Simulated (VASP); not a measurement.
Wanted: the native input for a VASP 6.6.1 run.

* Task: relaxation of cell and atoms
* Functional: PBE
* Potentials or basis: VASP PAW PBE potentials, release 64 (Ta_pv, Cu, Se)
* Cutoff: 600 eV
* k mesh: 4 × 4 × 4
* Occupations: gaussian, width 0.1 eV
* Spin: no spin polarisation
* Dipole correction: no
* Further INCAR settings: ALGO = Normal; EDIFF = 1e-06; IBRION = 2; EDIFFG = -0.04; NSW = 90; ISIF = 3

The structure of TaCuSe3 lies in POSCAR:

```
TaCuSe3
1.0
    4.5067567621      0.0000000000      0.0000000000
    0.0000000000      4.5067567621      0.0000000000
    0.0000000000      0.0000000000      4.5632324108
Ta Cu Se
1 1 3
Direct
    0.0000000000      0.0000000000      0.0000000000
    0.5000000000      0.5000000000      0.5150000000
    0.5000000000      0.5000000000      0.9750000000
    0.0000000000      0.5000000000      0.4850000000
    0.5000000000      0.0000000000      0.4850000000
```

These files were run (other wordings do the same):

INCAR

```
SYSTEM = TaCuSe3
PREC     = Accurate       ! precision mode
ENCUT    = 600            ! plane-wave cutoff, eV
EDIFF    = 1E-6           ! SCF threshold, eV
ISMEAR   = 0              ! smearing method
SIGMA    = 0.1            ! smearing width, eV
LREAL    = .FALSE.        ! projectors in reciprocal space
LASPH    = .TRUE.         ! aspherical terms in the spheres
NELM     = 80             ! most SCF steps
ALGO     = Normal         ! electronic algorithm
ISIF     = 3              ! what is computed and relaxed
LWAVE    = .FALSE.        ! write WAVECAR
LCHARG   = .FALSE.        ! write CHGCAR
GGA      = PE             ! functional
IBRION   = 2              ! ionic algorithm
NSW      = 90             ! ionic steps
EDIFFG   = -0.04          ! ionic threshold
```

KPOINTS

```
Automatic mesh
0
G
  4 4 4
  0 0 0
```

Potentials or basis: VASP PAW PBE potentials, release 64 (Ta_pv, Cu, Se).

Command:

```console
$ cat potpaw_PBE.64/Ta_pv/POTCAR potpaw_PBE.64/Cu/POTCAR potpaw_PBE.64/Se/POTCAR > POTCAR
$ mpirun -np 1 vasp_std > vasp.out
```

It gave:

```yaml
Relaxed_volume: 22.48 Å³/atom
Relaxed_cell: a = 4.125 Å, b = 4.125 Å, c = 6.606 Å, α = 90.00°, β = 90.00°, γ = 90.00°
Space_group_after_relaxing_to_0.1_Å: P4mm (No. 99)
Energy_gained_by_relaxing: 860.4 meV/atom
Ionic_steps: 46
Pressure_after_relaxing: -0.1 GPa
Largest_force_after_relaxing: 0.028 eV/Å
Band_gap_on_the_k_mesh: zero (bands 20 and 21 overlap by 0.72 eV)
```

Caveat: the volume moved by over 15 % at a fixed basis, so the end points are rough; spin-orbit coupling is left out, which moves the levels of the heavy elements.

It took 37 min on 1 thread of AMD EPYC 7R43 64-Core Processor (Zen 3), on a shared host, peak memory 0.22 GiB.
